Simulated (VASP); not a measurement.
Wanted: the native input for a VASP 6.6.1 run.

- Task: single point
- Functional: PBE
- Potentials or basis: VASP PAW PBE potentials, release 64 (Nb_sv, Fe_sv, N)
- Cutoff: 700 eV
- k mesh: 6 × 4 × 4
- Occupations: gaussian, width 0.1 eV
- Spin: collinear spin, ferromagnetic start
- Starting moments: [0.0, 4.0, 4.0, 0.0, 0.0, 0.0] μB
- Dipole correction: no
- Further INCAR settings: ALGO = Normal; EDIFF = 1e-06; NBANDS = 43

The structure of NbFe2N3 lies in POSCAR:

```
NbFe2N3
1.0
    2.8570425319      0.0000000000      0.0000000000
    0.0000000000      4.0929552555      3.4209108376
    0.0000000000     -4.0929552555      3.4209108376
Nb Fe N
1 2 3
Direct
    0.5000000000      0.2245183601      0.2245183601
    0.0000000000      0.2521402194      0.6710895135
    0.0000000000      0.6710895135      0.2521402194
    0.0000000000      0.4753927257      0.4753927257
    0.0000000000      0.3828508263      0.9929775605
    0.0000000000      0.9929775605      0.3828508263
```

One way to write it, as run:

INCAR

```
SYSTEM = NbFe2N3
  PREC = Accurate
  ENCUT = 700
  EDIFF = 1E-6
  ISMEAR = 0
  SIGMA = 0.1
  LREAL = .FALSE.
  LASPH = .TRUE.
  NELM = 200
  ALGO = Normal
  ISIF = 2
  LWAVE = .FALSE.
  LCHARG = .FALSE.
  ISPIN = 2
  MAGMOM = 0 4 4 0 0 0
  LORBIT = 11
  LMAXMIX = 4
  GGA = PE
  NBANDS = 43
  GGA_COMPAT = .FALSE.
```

KPOINTS

```
Automatic mesh
0
G
  6 4 4
  0 0 0
```

Potentials or basis: VASP PAW PBE potentials, release 64 (Nb_sv, Fe_sv, N).

Launch:

```bash
$ cat potpaw_PBE.64/Nb_sv/POTCAR potpaw_PBE.64/Fe_sv/POTCAR potpaw_PBE.64/N/POTCAR > POTCAR
$ mpirun -np 1 vasp_std > vasp.out
```

It gave:

The pressure is -0.4 GPa and the largest force is 0.088 eV/Å. The net moment is 0.88 μB per cell, the site moments are Nb +0.02; Fe +0.42; N -0.01, -0.00 (each value once) μB and the valence electrons inside the program's atomic spheres are Nb 10.65; Fe 13.83; N 3.68, 3.70 (each value once).

Caveat: the k points lie up to 0.37 Å⁻¹ apart.

Run time: 4.9 min on 1 thread of AMD EPYC 9R14 (Zen 4), with other jobs on the host, peak memory 0.4 GiB.
